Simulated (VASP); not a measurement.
# Fe2Pt (P-3m1) in VASP: a series of runs

The runs below take Fe2Pt through single point, with PBE.

Program: VASP 6.6.1. These are calculated values, not measurements. Logs are shortened: lines on timing, memory, paths and dates and some standing lists are left out, and cuts for length are marked.

**1. The cell of the first run**

The structure is trigonal, space group P-3m1 (No. 164). The conventional cell has a = 2.652 Å, b = 2.652 Å, c = 6.359 Å, α = 90.00°, β = 90.00°, γ = 120.00°. Pt (site symmetry -3m) has 6 Pt at 2.65 Å and 6 Fe at 2.73 Å within 3.5 Å. Within 3.2 Å of Fe (site symmetry 3m) lie 9 Fe at 2.39 to 2.65 Å and 3 Pt at 2.73 Å.

**2. Single point, PBE, collinear spin, ferromagnetic start**

File INCAR:

```
  ALGO = Normal
  EDIFF = 1E-6
  ENCUT = 520
  GGA = PE
  ISIF = 2
  ISMEAR = -1
  ISPIN = 2
  LASPH = True
  LCHARG = False
  LMAXMIX = 4
  LORBIT = 11
  LREAL = False
  LWAVE = False
  MAGMOM = 0 3 3
  NBANDS = 24
  NELM = 150
  PREC = Accurate
  SIGMA = 0.05
```

File KPOINTS:

```
k-points
0
Gamma
  12 12 5
```

File POSCAR:

```
Fe2Pt
1.0
    2.6520459703      0.0000000000      0.0000000000
   -1.3260229852      2.2967391823      0.0000000000
    0.0000000000      0.0000000000      6.3594506170
Pt Fe
1 2
Direct
    0.0000000000      0.0000000000      0.0000000000
    0.6666666667      0.3333333333      0.3554600000
    0.3333333333      0.6666666667      0.6445400000
```

Potentials or basis: VASP PAW PBE potentials, release 64 (Pt, Fe).

On the command line:

```
$ cat potpaw_PBE.64/Pt/POTCAR potpaw_PBE.64/Fe/POTCAR > POTCAR
$ mpirun -np 1 vasp_std > vasp.out
```

OUTCAR:

```text
EDIFF = 1E-6
   ENCUT = 520
   GGA = PE
   ISIF = 2
   ISMEAR = -1
   ISPIN = 2
   LASPH = True
   LORBIT = 11
   LREAL = False
   NELM = 150
   PREC = Accurate

 ion  position               nearest neighbor table
   1  0.000  0.000  0.000-   2 2.73   3 2.73   2 2.73   3 2.73   2 2.73   3 2.73
   2  0.667  0.333  0.355-   3 2.39   3 2.39   3 2.39   1 2.73   1 2.73   1 2.73
   3  0.333  0.667  0.645-   2 2.39   2 2.39   2 2.39   1 2.73   1 2.73   1 2.73

  LATTYP: Found a hexagonal cell.
 ALAT       =     2.6520459703
 C/A-ratio  =     2.3979413209

  Lattice vectors:

 A1 = (   2.6520459703,   0.0000000000,   0.0000000000)
 A2 = (  -1.3260229852,   2.2967391823,   0.0000000000)
 A3 = (   0.0000000000,   0.0000000000,   6.3594506170)

Analysis of symmetry for initial positions (statically):
=====================================================================
 Subroutine PRICEL returns:
 Original cell was already a primitive cell.

 Routine SETGRP: Setting up the symmetry group for a
 hexagonal supercell.

 Subroutine GETGRP returns: Found 12 space group operations
 (whereof 12 operations were pure point group operations)
 out of a pool of 24 trial point group operations.

The static configuration has the point symmetry D_3d.

Analysis of symmetry for dynamics (positions and initial velocities):
=====================================================================
 Subroutine PRICEL returns:
 Original cell was already a primitive cell.

 Routine SETGRP: Setting up the symmetry group for a
 hexagonal supercell.

 Subroutine GETGRP returns: Found 12 space group operations
 (whereof 12 operations were pure point group operations)
 out of a pool of 24 trial point group operations.

The dynamic configuration has the point symmetry D_3d.

Analysis of structural, dynamic, and magnetic symmetry:
=====================================================================
 Subroutine PRICEL returns:
 Original cell was already a primitive cell.

 Routine SETGRP: Setting up the symmetry group for a
 hexagonal supercell.

 Subroutine GETGRP returns: Found 12 space group operations
 (whereof 12 operations were pure point group operations)
 out of a pool of 24 trial point group operations.

The overall configuration has the point symmetry D_3d.

 Subroutine INISYM returns: Found 12 space group operations
 (whereof 12 operations are pure point group operations),
 and found     1 'primitive' translations

----------------------------------------------------------------------------------------

                                     Primitive cell

  volume of cell :      38.7358

  direct lattice vectors                    reciprocal lattice vectors
     2.652045970  0.000000000  0.000000000     0.377067370  0.217699948  0.000000000
    -1.326022985  2.296739182  0.000000000     0.000000000  0.435399896  0.000000000
     0.000000000  0.000000000  6.359450617     0.000000000  0.000000000  0.157246287

  length of vectors
     2.652045970  2.652045970  6.359450617     0.435399896  0.435399896  0.157246287

  position of ions in fractional coordinates (direct lattice)
     0.000000000  0.000000000  0.000000000
     0.666666667  0.333333333  0.355460000
     0.333333333  0.666666667  0.644540000

  ion indices of the primitive-cell ions
   primitive index   ion index
                 1           1
                 2           2
                 3           3

----------------------------------------------------------------------------------------

 KPOINTS: k-points

Automatic generation of k-mesh.
 Grid dimensions read from file:
 generate k-points for:   12   12    5

 Generating k-lattice:

  Cartesian coordinates                     Fractional coordinates (reciprocal lattice)
     0.031422281  0.018141662  0.000000000     0.083333333  0.000000000  0.000000000
     0.000000000  0.036283325  0.000000000     0.000000000  0.083333333  0.000000000
     0.000000000  0.000000000  0.031449257     0.000000000  0.000000000  0.200000000

  Length of vectors
     0.036283325  0.036283325  0.031449257

  Shift w.r.t. Gamma in fractional coordinates (k-lattice)
     0.000000000  0.000000000  0.000000000

 Subroutine IBZKPT returns following result:
 ===========================================

 Found     81 irreducible k-points:

 Following reciprocal coordinates:
            Coordinates               Weight
  0.000000  0.000000  0.000000      1.000000
  0.083333  0.000000  0.000000      6.000000
  0.166667  0.000000  0.000000      6.000000
  0.250000  0.000000  0.000000      6.000000
  0.333333 -0.000000  0.000000      6.000000
  0.416667 -0.000000  0.000000      6.000000
[... 16 lines left out ...]
  0.166667  0.000000  0.200000      6.000000
  0.000000  0.166667  0.200000      6.000000
 [... further k-points ...]
   k-points           NKPTS =     81   k-points in BZ     NKDIM =     81   number of bands    NBANDS=     24
   number of dos      NEDOS =    301   number of ions     NIONS =      3
   total plane-waves  NPLWV =  19200
   dimension x,y,z NGX =    20 NGY =   20 NGZ =   48
   dimension x,y,z NGXF=    40 NGYF=   40 NGZF=   96
   ions per type =               1   2
   NGX,Y,Z   is equivalent  to a cutoff of  12.54, 12.54, 12.55 a.u.
   NGXF,Y,Z  is equivalent  to a cutoff of  25.07, 25.07, 25.10 a.u.
 SYSTEM =  unknown system
   PREC   = accura    normal or accurate (medium, high low for compatibility)
   ISTART =      0    job   : 0-new  1-cont  2-samecut
   ICHARG =      2    charge: 1-file 2-atom 10-const
   ISPIN  =      2    spin polarized calculation?
   LNONCOLLINEAR =      F non collinear calculations
   LSORBIT =      F    spin-orbit coupling
   LASPH  =      T    aspherical Exc in radial PAW
   ENCUT  =  520.0 eV  38.22 Ry    6.18 a.u.   4.93  4.93 11.82*2*pi/ulx,y,z
   NELM   =    150;   NELMIN=  2; NELMDL= -5     # of ELM steps
   EDIFF  = 0.1E-05   stopping-criterion for ELM
   LREAL  =      F    real-space projection
   EDIFFG = 0.1E-04   stopping-criterion for IOM
   NSW    =      0    number of steps for IOM
   IBRION =     -1    ionic relax: 0-MD 1-quasi-New 2-CG
   NFREE  =      0    steps in history (QN), initial steepest desc. (CG)
   ISIF   =      2    stress and relaxation
   ISYM   =      2    0-nonsym 1-usesym 2-fastsym
   POTIM  = 0.5000    time-step for ionic-motion
   TEBEG  =    0.0;   TEEND  =   0.0 temperature during run
   PSTRESS=    0.0 pullay stress
   NELECT =      26.0000    total number of electrons
   NUPDOWN=      -1.0000    fix difference up-down
   EMIN   =  10.00;   EMAX   =-10.00  energy-range for DOS
   EFERMI =   0.00;   METHOD = LEGACY
   ISMEAR =    -1;   SIGMA  =   0.05  broadening in eV -4-tet -1-fermi 0-gaus
   EFERMI_NEDOS =   21; number of points for ismear=-14 and -15
   IALGO  =     38    algorithm
   IMIX   =      4    mixing-type and parameters
     AMIX     =   0.40;   BMIX     =  1.00
     AMIX_MAG =   1.60;   BMIX_MAG =  1.00
  volume/ion in A,a.u.               =      12.91        87.13
  Fermi-wavevector in a.u.,A,eV,Ry     =   1.433382  2.708699 27.954298  2.054583
  Thomas-Fermi vector in A             =   2.552906
   LORBIT       =     11    0 simple, 1 ext, 2 COOP (PROOUT), +10 PAW based schemes
   GGA     = PE    functional components
   LHFCALC =     F    Hartree Fock is set to
   AEXX    =    0.0000 exact exchange contribution
   IVDW    =     0    specifies the selected vdW correction
   LEPSILON=     F    determine dielectric tensor
   LRPA    =     F    only Hartree local field effects (RPA)
 spin polarized calculation
  energy-cutoff  :      520.00
  volume of cell :       38.74
 maximum number of plane-waves:      1068
   NGX =  9   NGY =  9   NGZ = 23

 number of electron      26.0000007 magnetization       5.6689480

 Free energy of the ion-electron system (eV)
  ---------------------------------------------------
  ext. energy  EPLUGINS =         0.00000000
  ---------------------------------------------------
  free energy    TOTEN  =       -22.46808477 eV

  energy without entropy =      -22.43407481  energy(sigma->0) =      -22.45107979

 E-fermi :   8.1282     XC(G=0): -13.0850

 val. band max:        8.1263540389   @ k =   0.1667   0.1667   0.0000
 cond. band min:       8.1315211865   @ k =   0.3333   0.2500   0.2000
 fundamental gap:      0.0051671476
 Fermi energy:         8.1281781091

 spin component 1

 k-point     1 :       0.0000    0.0000    0.0000
  band No.  band energies     occupation
      1      -1.6872      1.00000
      2       0.8088      1.00000
      3       2.6431      1.00000
      4       4.0146      1.00000
      5       4.0146      1.00000
      6       4.5180      1.00000
[... 16 lines left out ...]
     23      27.9014      0.00000
     24      29.7242      0.00000

 k-point     2 :       0.0833    0.0000    0.0000
  band No.  band energies     occupation
      1      -1.4141      1.00000
      2       1.0278      1.00000
      3       2.7675      1.00000
      4       3.8532      1.00000
      5       4.2271      1.00000
      6       4.4942      1.00000
[... 16 lines left out ...]
     23      27.2937      0.00000
     24      27.9100      0.00000

 k-point     3 :       0.1667    0.0000    0.0000
  band No.  band energies     occupation
      1      -0.6585      1.00000
      2       1.6028      1.00000
      3       3.0008      1.00000
      4       3.5097      1.00000
      5       4.1273      1.00000
      6       4.4173      1.00000
[... 16 lines left out ...]
     23      25.4530      0.00000
     24      25.7540      0.00000
[... 514 lines left out ...]
 k-point    23 :       0.1667    0.0000    0.2000
  band No.  band energies     occupation
      1      -0.5546      1.00000
      2       1.4889      1.00000
      3       2.7426      1.00000
      4       3.4370      1.00000
      5       4.1078      1.00000
      6       4.5365      1.00000
[... 16 lines left out ...]
     23      25.7292      0.00000
     24      26.0414      0.00000

 k-point    24 :       0.0000    0.1667    0.2000
  band No.  band energies     occupation
      1      -0.5454      1.00000
      2       1.5065      1.00000
      3       2.7402      1.00000
      4       3.5127      1.00000
      5       4.1479      1.00000
      6       4.2721      1.00000
[... 16 lines left out ...]
     23      25.8247      0.00000
     24      26.1212      0.00000

 [... further k-points ...]

 spin component 2

 k-point     1 :       0.0000    0.0000    0.0000
  band No.  band energies     occupation
      1      -1.5622      1.00000
      2       1.0653      1.00000
      3       3.4781      1.00000
      4       4.2095      1.00000
      5       4.2095      1.00000
      6       4.8874      1.00000
[... 16 lines left out ...]
     23      27.7602      0.00000
     24      30.2349      0.00000

 k-point     2 :       0.0833    0.0000    0.0000
  band No.  band energies     occupation
      1      -1.2842      1.00000
      2       1.2811      1.00000
      3       3.5388      1.00000
      4       4.0391      1.00000
      5       4.4310      1.00000
      6       4.9111      1.00000
[... 16 lines left out ...]
     23      27.3290      0.00000
     24      28.5694      0.00000

 k-point     3 :       0.1667    0.0000    0.0000
  band No.  band energies     occupation
      1      -0.5142      1.00000
      2       1.8545      1.00000
      3       3.5253      1.00000
      4       3.6997      1.00000
      5       4.9541      1.00000
      6       5.0687      1.00000
[... 16 lines left out ...]
     23      25.8173      0.00000
     24      26.3967      0.00000
[... 514 lines left out ...]
 k-point    23 :       0.1667    0.0000    0.2000
  band No.  band energies     occupation
      1      -0.4183      1.00000
      2       1.7593      1.00000
      3       3.1810      1.00000
      4       3.6862      1.00000
      5       5.0680      1.00000
      6       5.1361      1.00000
[... 16 lines left out ...]
     23      25.9517      0.00000
     24      26.7058      0.00000

 k-point    24 :       0.0000    0.1667    0.2000
  band No.  band energies     occupation
      1      -0.4120      1.00000
      2       1.7700      1.00000
      3       3.1942      1.00000
      4       3.7126      1.00000
      5       4.9446      1.00000
      6       5.0724      1.00000
[... 16 lines left out ...]
     23      26.4594      0.00000
     24      26.4635      0.00000

 [... further k-points ...]

------------------------ aborting loop because EDIFF is reached ----------------------------------------

  FORCE on cell =-STRESS in cart. coord.  units (eV):
  Direction    XX          YY          ZZ          XY          YZ          ZX
  --------------------------------------------------------------------------------------
  -------------------------------------------------------------------------------------
  Total        3.8391056      3.8391056      0.4042179     -0.0000000      0.0000000      0.0000000
  in kB      158.7918865    158.7918865     16.7191339     -0.0000000      0.0000000      0.0000000
  external PRESSURE =     111.4343023 kB  Pullay stress =       0.0000000 kB

 VOLUME and BASIS-vectors are now :
 -----------------------------------------------------------------------------
  energy-cutoff  :      520.00
  volume of cell :       38.74
      direct lattice vectors                 reciprocal lattice vectors
     2.652045970  0.000000000  0.000000000     0.377067370  0.217699948  0.000000000
    -1.326022985  2.296739182  0.000000000     0.000000000  0.435399896  0.000000000
     0.000000000  0.000000000  6.359450617     0.000000000  0.000000000  0.157246287

 POSITION                                       TOTAL-FORCE (eV/Angst)
 -----------------------------------------------------------------------------------
      0.00000      0.00000      0.00000         0.000000      0.000000      0.000000
      1.32602      0.76558      2.26053        -0.000000      0.000000     -0.718900
     -0.00000      1.53116      4.09892         0.000000      0.000000      0.718900
 -----------------------------------------------------------------------------------
    total drift:                                0.000000     -0.000000      0.000000

  FREE ENERGIE OF THE ION-ELECTRON SYSTEM (eV)
  ---------------------------------------------------
  free  energy   TOTEN  =       -22.4680847744 eV

  energy  without entropy=      -22.4340748076  energy(sigma->0) =      -22.45107979

 total charge

# of ion       s       p       d       tot
------------------------------------------
    1        0.724   0.712   8.055   9.492
    2        0.466   0.492   6.209   7.167
    3        0.466   0.492   6.209   7.167
--------------------------------------------------
tot          1.656   1.697  20.473  23.825

 magnetization (x)

# of ion       s       p       d       tot
------------------------------------------
    1       -0.013  -0.034   0.273   0.225
    2       -0.012  -0.026   2.728   2.691
    3       -0.012  -0.026   2.728   2.691
--------------------------------------------------
tot         -0.036  -0.085   5.729   5.608
```

It took 2.2 min on 1 thread of AMD EPYC 7R43 (Zen 3), shared host; peak memory 0.22 GiB.

Results:

| Quantity | Value |
| --- | --- |
| Free energy | -22.4681 eV |
| Pressure | 11.1 GPa |
| Largest force | 0.719 eV/Å |
| Net moment | 5.67 μB per cell |
| Site moments | Pt +0.23; Fe +2.69 μB |
| Valence electrons inside the program's atomic spheres | Pt 9.49; Fe 7.17 |

Forces on the atoms (eV/Å):
```
Pt   0.000  0.000  0.000
Fe   0.000  0.000 -0.719
Fe   0.000  0.000  0.719
```

Levels at points of the mesh, in eV from the Fermi level:
Spin up:
| k point | band 13 | band 14 | band 15 | band 16 | band 17 | band 18 | band 19 | band 20 |
| --- | --- | --- | --- | --- | --- | --- | --- | --- |
| (0.00, 0.00, 0.00) | -1.71 | -1.71 | -1.10 | -1.10 | -0.92 | -0.92 | 10.24 | 10.56 |
| (0.50, 0.00, 0.00) | -0.47 | -0.34 | 0.34 | 1.31 | 2.06 | 2.09 | 6.40 | 6.84 |
Spin down:
| k point | band 8 | band 9 | band 10 | band 11 | band 12 | band 13 |
| --- | --- | --- | --- | --- | --- | --- |
| (0.00, 0.00, 0.00) | -1.50 | -1.39 | -0.17 | -0.17 | 0.02 | 0.02 |
| (0.50, 0.00, 0.00) | -1.33 | -0.30 | 0.02 | 0.51 | 1.87 | 1.99 |

Caveat: the cell stands under pressure; spin-orbit coupling is left out, which moves the levels of the heavy elements.

[end of part 1 of 2]
